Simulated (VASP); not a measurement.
Runs of VASP 6.6.1 on Cu. The structure is that of space group P6/mmm (No. 191), or close to it. The cells are those of the table. This isn't the form of Cu at room conditions, which is fcc.

```tsv
task	cell	k mesh	cutoff (eV)	gap on the mesh (eV)	pressure (GPa)	relaxed volume (Å³/atom)
single point	a = 2.489, b = 2.489, c = 2.426 Å, angles 90.0, 90.0, 120.0°, 1 atom	21 × 21 × 18	520	none	0.5	-
relaxation of cell and atoms	relaxed from a = 2.432, b = 2.432, c = 2.272 Å, angles 90.0, 90.0, 120.0°, 1 atom	9 × 9 × 8	600	none	-0.1	13.07
relaxation of cell and atoms	relaxed from a = 2.489, b = 2.489, c = 2.426 Å, angles 90.0, 90.0, 120.0°, 1 atom	21 × 21 × 18	600	none	0.0	13.04
single point	a = 2.489, b = 2.489, c = 2.426 Å, angles 90.0, 90.0, 120.0°, 1 atom	9 × 9 × 8	520	none	0.5	-
relaxation of cell and atoms	relaxed from a = 2.485, b = 2.485, c = 2.432 Å, angles 90.0, 90.0, 120.0°, 1 atom	21 × 21 × 18	600	none	0.0	13.07
single point	a = 2.489, b = 2.489, c = 2.425 Å, angles 90.0, 90.0, 120.0°, 1 atom	21 × 21 × 18	520	none	0.7	-
single point	a = 2.432, b = 2.432, c = 2.272 Å, angles 90.0, 90.0, 120.0°, 1 atom	9 × 9 × 8	520	none	(a)	-
```

Alike in all rows: level PBE; potentials or basis VASP PAW PBE potentials, release 64 (Cu); no spin polarisation; smearing gaussian 0.1 eV.

Q: Fill in the values left out.

A: (a) 17.9.

Caveats: the cell stands under pressure (at least some runs).

A gap of «none» marks levels without a gap at the run's occupations.
